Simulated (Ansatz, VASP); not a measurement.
## Two plane-wave programs on Ge

File INCAR:

```
  PREC = Accurate
  ENCUT = 520
  EDIFF = 1E-7
  ISMEAR = -1
  SIGMA = 0.08
  LREAL = F
  LASPH = T
  NELM = 80
  ALGO = Normal
  ISIF = 2
  LWAVE = F
  LCHARG = F
  GGA = PS
  NBANDS = 21
```

KPOINTS

```
regular mesh
0
Gamma
  16 16 9
```

File POSCAR:

```
Ge
1.0
    2.5590624784      0.0000000000      0.0000000000
   -1.2795312392      2.2162131162      0.0000000000
    0.0000000000      0.0000000000      4.1976612598
Ge
2
Direct
    0.3333333333      0.6666666667      0.2500000000
    0.6666666667      0.3333333333      0.7500000000
```

Input for Ansatz:

```yaml
crystal:
  lattice:
    - [2.5590624784, 0.0, 0.0]
    - [-1.2795312392, 2.2162131162, 0.0]
    - [0.0, 0.0, 4.1976612598]
  atoms:
    - { symbol: Ge, position: [0.3333333333, 0.6666666667, 0.25] }
    - { symbol: Ge, position: [0.6666666667, 0.3333333333, 0.75] }
kpoints:
  mp_grid: { grid: [16, 16, 9] }
scf:
  occupations: { method: fermi_dirac, width: 0.08 }
hamiltonian:
  xc: pbesol
  pseudopotentials: { kind: paw }
output:
  forces: true
  stress: true
  eigenvalues: true
  populations: true
  write_density: true
  write_potential: true
  elf: true
  volumetric_format: npy
```

Change from the starting cell: volume scaled by 0.65, PAW files.

Alike in both runs: task single point; functional PBEsol; k mesh 16 × 16 × 9; occupations fermi-dirac, width 0.08 eV; no spin polarisation.

|  | VASP | Ansatz |
| --- | --- | --- |
| version | VASP 6.6.1 | Ansatz 0.2.0 |
| potentials or method | VASP PAW PBE potentials, release 64 (Ge_d) | PAW with Ansatz's default frozen-core files, scalar-relativistic |
| plane-wave cutoff (eV) | 520 | 420 |
| valence electrons in the cell | 28 | 28 |

VASP gave:

```
pressure (GPa) : 84.5
```

What did Ansatz give for the same quantities?

Pressure (GPa): 84.1.

VASP's potentials were made for PBE, not for PBEsol. Both programs put the cell under a high pressure, so it lies far from rest at this level.

Noted on VASP's run: the cell as given lies far from equilibrium.
